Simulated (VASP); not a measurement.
# NaCl (Fm-3m) in VASP: further runs

NaCl is run at these levels: r2SCAN; tasks: single point.

Program: VASP 6.6.1. These are calculated values, not measurements. Logs are shortened: lines on timing, memory, paths and dates and some standing lists are left out, and cuts for length are marked.

### 1 The cell of the first run

It takes space group Fm-3m (No. 225, cubic). Conventional cell: a = 5.205 Å, b = 5.205 Å, c = 5.205 Å, α = 90.00°, β = 90.00°, γ = 90.00°. Within 3.4 Å of Na (site symmetry m-3m) lie 6 Cl at 2.60 Å. Within 3.4 Å of Cl (site symmetry m-3m) lie 6 Na at 2.60 Å.

### 2 Single point, r2SCAN (volume scaled by 0.800)

Input file POSCAR:

```
NaCl
1.0
    0.0000000000      2.6027032126      2.6027032126
    2.6027032126      0.0000000000      2.6027032126
    2.6027032126      2.6027032126      0.0000000000
Na Cl
1 1
Direct
    0.0000000000      0.0000000000      0.0000000000
    0.5000000000      0.5000000000      0.5000000000
```

Input file INCAR.step1:

```
PREC     = Accurate       # precision mode
ENCUT    = 520            # plane-wave cutoff, eV
ISMEAR   = 0              # smearing method
SIGMA    = 0.05           # smearing width, eV
LREAL    = False          # projectors in reciprocal space
LASPH    = True           # aspherical terms in the spheres
NELM     = 60             # most SCF steps
NBANDS   = 14             # bands
GGA      = PE             # functional
ALGO     = Normal         # electronic algorithm
EDIFF    = 1E-4           # SCF threshold, eV
LWAVE    = True           # write WAVECAR
LCHARG   = False          # write CHGCAR
```

Input file INCAR.step2:

```
PREC     = Accurate       # precision mode
ENCUT    = 520            # plane-wave cutoff, eV
EDIFF    = 1E-6           # SCF threshold, eV
ISMEAR   = 0              # smearing method
SIGMA    = 0.05           # smearing width, eV
LREAL    = False          # projectors in reciprocal space
LASPH    = True           # aspherical terms in the spheres
NELM     = 60             # most SCF steps
ALGO     = Normal         # electronic algorithm
ISIF     = 2              # what is computed and relaxed
LWAVE    = False          # write WAVECAR
LCHARG   = False          # write CHGCAR
METAGGA  = R2SCAN         # meta-GGA
LMIXTAU  = True         
NBANDS   = 14             # bands
ISTART   = 1
```

Input file KPOINTS:

```
Automatic mesh
0
Gamma
  6 6 6
```

Potentials or basis: VASP PAW PBE potentials, release 64 (Na_pv, Cl).

Launch:

```console
cat potpaw_PBE.64/Na_pv/POTCAR potpaw_PBE.64/Cl/POTCAR > POTCAR
cp INCAR.step1 INCAR
mpirun -np 1 vasp_std > vasp.out
cp INCAR.step2 INCAR
mpirun -np 1 vasp_std > vasp.out
```

OUTCAR:

```text
PREC = Accurate
   ENCUT = 520
   EDIFF = 1E-6
   ISMEAR = 0
   LREAL = False
   LASPH = True
   NELM = 60
   ISIF = 2
   METAGGA = R2SCAN
   ISTART = 1

 ion  position               nearest neighbor table
   1  0.000  0.000  0.000-   2 2.60   2 2.60   2 2.60   2 2.60   2 2.60   2 2.60
   2  0.500  0.500  0.500-   1 2.60   1 2.60   1 2.60   1 2.60   1 2.60   1 2.60

  LATTYP: Found a face centered cubic cell.
 ALAT       =     5.2054064252

  Lattice vectors:

 A1 = (   0.0000000000,   2.6027032126,   2.6027032126)
 A2 = (   2.6027032126,   0.0000000000,   2.6027032126)
 A3 = (   2.6027032126,   2.6027032126,   0.0000000000)

Analysis of symmetry for initial positions (statically):
=====================================================================
 Subroutine PRICEL returns:
 Original cell was already a primitive cell.

 Routine SETGRP: Setting up the symmetry group for a
 face centered cubic supercell.

 Subroutine GETGRP returns: Found 48 space group operations
 (whereof 48 operations were pure point group operations)
 out of a pool of 48 trial point group operations.

The static configuration has the point symmetry O_h .

Analysis of symmetry for dynamics (positions and initial velocities):
=====================================================================
 Subroutine PRICEL returns:
 Original cell was already a primitive cell.

 Routine SETGRP: Setting up the symmetry group for a
 face centered cubic supercell.

 Subroutine GETGRP returns: Found 48 space group operations
 (whereof 48 operations were pure point group operations)
 out of a pool of 48 trial point group operations.

The dynamic configuration has the point symmetry O_h .

 Subroutine INISYM returns: Found 48 space group operations
 (whereof 48 operations are pure point group operations),
 and found     1 'primitive' translations

----------------------------------------------------------------------------------------

                                     Primitive cell

  volume of cell :      35.2618

  direct lattice vectors                    reciprocal lattice vectors
     0.000000000  2.602703213  2.602703213    -0.192107958  0.192107958  0.192107958
     2.602703213  0.000000000  2.602703213     0.192107958 -0.192107958  0.192107958
     2.602703213  2.602703213  0.000000000     0.192107958  0.192107958 -0.192107958

  length of vectors
     3.680778182  3.680778182  3.680778182     0.332740744  0.332740744  0.332740744

  position of ions in fractional coordinates (direct lattice)
     0.000000000  0.000000000  0.000000000
     0.500000000  0.500000000  0.500000000

  ion indices of the primitive-cell ions
   primitive index   ion index
                 1           1
                 2           2

----------------------------------------------------------------------------------------

 KPOINTS: Automatic mesh

Automatic generation of k-mesh.
 Grid dimensions read from file:
 generate k-points for:    6    6    6

 Generating k-lattice:

  Cartesian coordinates                     Fractional coordinates (reciprocal lattice)
    -0.032017993  0.032017993  0.032017993     0.166666667  0.000000000  0.000000000
     0.032017993 -0.032017993  0.032017993     0.000000000  0.166666667  0.000000000
     0.032017993  0.032017993 -0.032017993     0.000000000  0.000000000  0.166666667

  Length of vectors
     0.055456791  0.055456791  0.055456791

  Shift w.r.t. Gamma in fractional coordinates (k-lattice)
     0.000000000  0.000000000  0.000000000

 Subroutine IBZKPT returns following result:
 ===========================================

 Found     16 irreducible k-points:

 Following reciprocal coordinates:
            Coordinates               Weight
  0.000000  0.000000  0.000000      1.000000
  0.166667  0.000000  0.000000      8.000000
  0.333333  0.000000  0.000000      8.000000
  0.500000  0.000000  0.000000      4.000000
  0.166667  0.166667  0.000000      6.000000
  0.333333  0.166667  0.000000     24.000000
[... 8 lines left out ...]
 -0.333333  0.333333  0.166667     24.000000
 -0.333333  0.500000  0.166667     12.000000
   k-points           NKPTS =     16   k-points in BZ     NKDIM =     16   number of bands    NBANDS=     14
   number of dos      NEDOS =    301   number of ions     NIONS =      2
   total plane-waves  NPLWV =  21952
   dimension x,y,z NGX =    28 NGY =   28 NGZ =   28
   dimension x,y,z NGXF=    56 NGYF=   56 NGZF=   56
   ions per type =               1   1
   NGX,Y,Z   is equivalent  to a cutoff of  12.65, 12.65, 12.65 a.u.
   NGXF,Y,Z  is equivalent  to a cutoff of  25.29, 25.29, 25.29 a.u.
 SYSTEM =  unknown system
   PREC   = accura    normal or accurate (medium, high low for compatibility)
   ISTART =      1    job   : 0-new  1-cont  2-samecut
   ICHARG =      0    charge: 1-file 2-atom 10-const
   ISPIN  =      1    spin polarized calculation?
   LNONCOLLINEAR =      F non collinear calculations
   LSORBIT =      F    spin-orbit coupling
   LASPH  =      T    aspherical Exc in radial PAW
   ENCUT  =  520.0 eV  38.22 Ry    6.18 a.u.   6.84  6.84  6.84*2*pi/ulx,y,z
   NELM   =     60;   NELMIN=  2; NELMDL=  0     # of ELM steps
   EDIFF  = 0.1E-05   stopping-criterion for ELM
   LREAL  =      F    real-space projection
   EDIFFG = 0.1E-04   stopping-criterion for IOM
   NSW    =      0    number of steps for IOM
   IBRION =     -1    ionic relax: 0-MD 1-quasi-New 2-CG
   NFREE  =      0    steps in history (QN), initial steepest desc. (CG)
   ISIF   =      2    stress and relaxation
   ISYM   =      2    0-nonsym 1-usesym 2-fastsym
   POTIM  = 0.5000    time-step for ionic-motion
   TEBEG  =    0.0;   TEEND  =   0.0 temperature during run
   PSTRESS=    0.0 pullay stress
   NELECT =      14.0000    total number of electrons
   NUPDOWN=      -1.0000    fix difference up-down
   EMIN   =  10.00;   EMAX   =-10.00  energy-range for DOS
   EFERMI =   0.00;   METHOD = LEGACY
   ISMEAR =     0;   SIGMA  =   0.05  broadening in eV -4-tet -1-fermi 0-gaus
   EFERMI_NEDOS =   21; number of points for ismear=-14 and -15
   IALGO  =     38    algorithm
   IMIX   =      4    mixing-type and parameters
     AMIX     =   0.40;   BMIX     =  1.00
     AMIX_MAG =   1.60;   BMIX_MAG =  1.00
  volume/ion in A,a.u.               =      17.63       118.98
  Fermi-wavevector in a.u.,A,eV,Ry     =   1.203232  2.273780 19.698083  1.447768
  Thomas-Fermi vector in A             =   2.338992
   LORBIT       =      0    0 simple, 1 ext, 2 COOP (PROOUT), +10 PAW based schemes
   METAGGA = R2SCAN    functional components
   LHFCALC =     F    Hartree Fock is set to
   AEXX    =    0.0000 exact exchange contribution
   IVDW    =     0    specifies the selected vdW correction
   LEPSILON=     F    determine dielectric tensor
   LRPA    =     F    only Hartree local field effects (RPA)
 non-spin polarized calculation
 Gauss-broadening in eV      SIGMA  =   0.05
  energy-cutoff  :      520.00
  volume of cell :       35.26
 maximum number of plane-waves:       960
   NGX = 13   NGY = 13   NGZ = 13

 number of electron      14.0000008 magnetization

 Free energy of the ion-electron system (eV)
  ---------------------------------------------------
  ext. energy  EPLUGINS =         0.00000000
  ---------------------------------------------------
  free energy    TOTEN  =       -13.57621669 eV

  energy without entropy =      -13.57621669  energy(sigma->0) =      -13.57621669

 E-fermi :   0.7239     XC(G=0):  -9.8143

 val. band max:        0.4852657699   @ k =   0.0000   0.0000   0.0000
 cond. band min:       7.6065527982   @ k =   0.0000   0.0000   0.0000
 fundamental gap:      7.1212870284
 Fermi energy:         0.7238705942

 k-point     1 :       0.0000    0.0000    0.0000
  band No.  band energies     occupation
      1     -20.7158      2.00000
      2     -20.7153      2.00000
      3     -20.7153      2.00000
      4     -13.4346      2.00000
      5       0.4852      2.00000
      6       0.4853      2.00000
      7       0.4853      2.00000
      8       7.6066      0.00000
      9      12.3710      0.00000
     10      12.3710      0.00000
     11      12.3711      0.00000
     12      14.9652      0.00000
     13      14.9652      0.00000
     14      17.1053      0.00000

 k-point     2 :       0.1667    0.0000    0.0000
  band No.  band energies     occupation
      1     -20.7381      2.00000
      2     -20.7168      2.00000
      3     -20.7164      2.00000
      4     -13.2749      2.00000
      5      -0.3583      2.00000
      6       0.3630      2.00000
      7       0.3630      2.00000
      8       8.5138      0.00000
      9      11.7286      0.00000
     10      12.8077      0.00000
     11      12.8079      0.00000
     12      14.8317      0.00000
     13      14.8317      0.00000
     14      18.9554      0.00000

 k-point     3 :       0.3333    0.0000    0.0000
  band No.  band energies     occupation
      1     -20.7823      2.00000
      2     -20.7190      2.00000
      3     -20.7186      2.00000
      4     -12.9335      2.00000
      5      -1.7098      2.00000
      6       0.1340      2.00000
      7       0.1340      2.00000
      8       9.0008      0.00000
      9      12.7617      0.00000
     10      12.9390      0.00000
     11      12.9395      0.00000
     12      16.1616      0.00000
     13      16.1617      0.00000
     14      18.7689      0.00000
[... 188 lines left out ...]
 k-point    15 :      -0.3333    0.3333    0.1667
  band No.  band energies     occupation
      1     -20.7726      2.00000
      2     -20.7443      2.00000
      3     -20.7312      2.00000
      4     -12.6794      2.00000
      5      -1.6721      2.00000
      6      -0.9979      2.00000
      7      -0.3460      2.00000
      8      10.7193      0.00000
      9      11.2757      0.00000
     10      12.2206      0.00000
     11      14.3398      0.00000
     12      16.8645      0.00000
     13      19.0855      0.00000
     14      19.5516      0.00000

 k-point    16 :      -0.3333    0.5000    0.1667
  band No.  band energies     occupation
      1     -20.7603      2.00000
      2     -20.7443      2.00000
      3     -20.7429      2.00000
      4     -12.6674      2.00000
      5      -1.6339      2.00000
      6      -0.8810      2.00000
      7      -0.5917      2.00000
      8      10.0734      0.00000
      9      10.6714      0.00000
     10      12.9146      0.00000
     11      14.8304      0.00000
     12      19.0857      0.00000
     13      19.4642      0.00000
     14      19.4882      0.00000

------------------------ aborting loop because EDIFF is reached ----------------------------------------

  FORCE on cell =-STRESS in cart. coord.  units (eV):
  Direction    XX          YY          ZZ          XY          YZ          ZX
  --------------------------------------------------------------------------------------
  -------------------------------------------------------------------------------------
  Total        2.2064992      2.2064992      2.2064992      0.0000000      0.0000000      0.0000000
  in kB      100.2560088    100.2560088    100.2560088      0.0000000      0.0000000      0.0000000
  external PRESSURE =     100.2560088 kB  Pullay stress =       0.0000000 kB

 VOLUME and BASIS-vectors are now :
 -----------------------------------------------------------------------------
  energy-cutoff  :      520.00
  volume of cell :       35.26
      direct lattice vectors                 reciprocal lattice vectors
     0.000000000  2.602703213  2.602703213    -0.192107958  0.192107958  0.192107958
     2.602703213  0.000000000  2.602703213     0.192107958 -0.192107958  0.192107958
     2.602703213  2.602703213  0.000000000     0.192107958  0.192107958 -0.192107958

 POSITION                                       TOTAL-FORCE (eV/Angst)
 -----------------------------------------------------------------------------------
      0.00000      0.00000      0.00000         0.000000      0.000000     -0.000000
      2.60270      2.60270      2.60270         0.000000      0.000000      0.000000
 -----------------------------------------------------------------------------------
    total drift:                                0.000000      0.000000      0.000000

  FREE ENERGIE OF THE ION-ELECTRON SYSTEM (eV)
  ---------------------------------------------------
  free  energy   TOTEN  =       -13.5762166884 eV

  energy  without entropy=      -13.5762166884  energy(sigma->0) =      -13.57621669
```

Run time: 16 s. Hardware: 1 thread of Intel Xeon 6975P-C (Granite Rapids), shared host; peak memory 0.15 GiB.

What came out:

| Item | Value |
| --- | --- |
| Free energy | -13.5762 eV |
| Pressure | 10.0 GPa |
| Band gap on the k mesh | 7.12 eV, direct |

Caveat: the PAW data sets were made with another functional, which shifts forces and pressure a little.

### 3 Single point, r2SCAN (volume scaled by 0.840)

Input file POSCAR:

```
NaCl
1.0
    0.0000000000      2.6453780631      2.6453780631
    2.6453780631      0.0000000000      2.6453780631
    2.6453780631      2.6453780631      0.0000000000
Na Cl
1 1
Direct
    0.0000000000      0.0000000000      0.0000000000
    0.5000000000      0.5000000000      0.5000000000
```

Input file INCAR.step1:

```
SYSTEM = NaCl
  PREC = Accurate
  ENCUT = 520
  ISMEAR = 0
  SIGMA = 0.05
  LREAL = .False.
  LASPH = .True.
  NELM = 60
  NBANDS = 14
  GGA = PE
  ALGO = Normal
  EDIFF = 1E-4
  LWAVE = .True.
  LCHARG = .False.
```

Input file INCAR.step2:

```
SYSTEM = NaCl
  PREC = Accurate
  ENCUT = 520
  EDIFF = 1E-7
  ISMEAR = 0
  SIGMA = 0.05
  LREAL = .False.
  LASPH = .True.
  NELM = 60
  ALGO = Normal
  ISIF = 2
  LWAVE = .False.
  LCHARG = .False.
  METAGGA = R2SCAN
  LMIXTAU = .True.
  NBANDS = 14
  ISTART = 1
```

Input file KPOINTS:

```
regular mesh
0
Gamma
  6 6 6
  0 0 0
```

Potentials or basis: VASP PAW PBE potentials, release 64 (Na_pv, Cl).

Launch:

```console
cat potpaw_PBE.64/Na_pv/POTCAR potpaw_PBE.64/Cl/POTCAR > POTCAR
cp INCAR.step1 INCAR
mpirun -np 1 vasp_std > vasp.out
cp INCAR.step2 INCAR
mpirun -np 1 vasp_std > vasp.out
```

Run time: 18 s. Hardware: 1 thread of Intel Xeon 6975P-C (Granite Rapids), shared host; peak memory 0.15 GiB.

The run converged. Its results:

| Item | Value |
| --- | --- |
| Free energy | -13.6682 eV |
| Pressure | 6.9 GPa |
| Band gap on the k mesh | 6.84 eV, direct |

Levels at points of the mesh, in eV from the valence-band top:
| k point | band 5 | band 6 | band 7 | band 8 | band 9 | band 10 |
| --- | --- | --- | --- | --- | --- | --- |
| (0.00, 0.00, 0.00) | 0.00 | 0.00 | 0.00 | 6.84 | 11.88 | 11.88 |
| (0.50, 0.00, 0.00) | -2.59 | -0.42 | -0.42 | 8.28 | 12.20 | 12.20 |
| (0.50, 0.50, 0.00) | -2.26 | -0.82 | -0.82 | 8.37 | 8.99 | 13.77 |

Caveat: the PAW data sets were made with another functional, which shifts forces and pressure a little.
